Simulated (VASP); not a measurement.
Wanted: the native input for a VASP 6.6.1 run.

```
Task                   : relaxation of shape and atoms at fixed volume
Functional             : PBEsol
Potentials or basis    : VASP PAW PBE potentials, release 64 (Bi_d)
Cutoff                 : 600 eV
k mesh                 : 12 × 12 × 7
Occupations            : fermi-dirac, width 0.1 eV
Spin                   : no spin polarisation
Dipole correction      : no
Further INCAR settings : ALGO = Normal; EDIFF = 1e-06; IBRION = 2; EDIFFG = -0.005; NSW = 50; ISIF = 4
```

The structure of Bi lies in POSCAR:

```
Bi
1.0
    2.5964500886      0.0000000000      0.0000000000
   -1.2982250443      2.2485917364      0.0000000000
    0.0000000000      0.0000000000      4.4414960336
Bi
2
Direct
    0.3333333333      0.6666666667      0.2500000000
    0.6666666667      0.3333333333      0.7500000000
```

These files were run (other wordings do the same):

INCAR

```
SYSTEM = Bi
PREC = Accurate
ENCUT = 600
EDIFF = 1E-6
ISMEAR = -1
SIGMA = 0.1
LREAL = .FALSE.
LASPH = .TRUE.
NELM = 100
ALGO = Normal
ISIF = 4
LWAVE = .FALSE.
LCHARG = .FALSE.
GGA = PS
IBRION = 2
NSW = 50
EDIFFG = -0.005
```

KPOINTS

```
Automatic mesh
0
G
  12 12 7
  0 0 0
```

Potentials or basis: VASP PAW PBE potentials, release 64 (Bi_d).

Launch:

```bash
$ cat potpaw_PBE.64/Bi_d/POTCAR > POTCAR
$ mpirun -np 1 vasp_std > vasp.out
```

It gave:

* Energy gained by relaxing: 136.6 meV/atom
* Ionic steps: 5
* Pressure after relaxing: 365.1 GPa
* Band gap on the k mesh: zero (band 15 reaches 32.23 eV, above the bottom of band 16 at 18.83 eV)

Caveat: the PAW data sets were made with another functional, which shifts forces and pressure a little; spin-orbit coupling is left out, which moves the levels of the heavy elements.

Run time: 55 s on 1 thread of Intel(R) Xeon(R) 6975P-C (Granite Rapids) (shared host), peak memory 0.17 GiB.
